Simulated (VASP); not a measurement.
Input of a VASP 6.6.1 run:

INCAR

```
ALGO     = Normal         # electronic algorithm
DIPOL    = 0.5 0.5 0.298
EDIFF    = 1E-7           # SCF threshold, eV
ENCUT    = 520            # plane-wave cutoff, eV
GGA      = PE             # functional
IDIPOL   = 3            
ISIF     = 2              # what is computed and relaxed
ISMEAR   = 0              # smearing method
ISPIN    = 2              # spin polarisation
IVDW     = 12             # dispersion correction
LASPH    = T              # aspherical terms in the spheres
LCHARG   = F              # write CHGCAR
LDIPOL   = T            
LORBIT   = 11             # projections on sites
LREAL    = F              # projectors in reciprocal space
LWAVE    = F              # write WAVECAR
MAGMOM   = 0 0 1          # initial moments
NBANDS   = 16             # bands
NELM     = 150            # most SCF steps
PREC     = Accurate       # precision mode
SIGMA    = 0.05           # smearing width, eV
```

KPOINTS

```
k-points
0
Gamma
  9 9 1
```

The input POSCAR:

```
As2H
1.0
    3.5713387681      0.0000000000      0.0000000000
   -1.7856693841      3.0928700987      0.0000000000
    0.0000000000      0.0000000000     18.3976402524
As H
2 1
Direct
    0.3333333333      0.6666666667      0.2933876398
    0.6666666667      0.3333333333      0.2174191877
    0.8333333333      0.6666666667      0.3830730548
```

Potentials or basis: VASP PAW PBE potentials, release 64 (As, H).

Command:

```sh
$ cat potpaw_PBE.64/As/POTCAR potpaw_PBE.64/H/POTCAR > POTCAR
$ mpirun -np 1 vasp_std > vasp.out
```

Predict the net moment.

0.53 μB per cell.

Estimate the dispersion energy per atom.

-0.174 eV.

What does it give for the largest force?

1.033 eV/Å.

Forces on the atoms (eV/Å):
```
As   0.000  0.041  1.032
As   0.000 -0.222 -0.175
H    0.000  0.180 -0.857
```

Caveat: a moment this small can come from the mesh or the smearing.
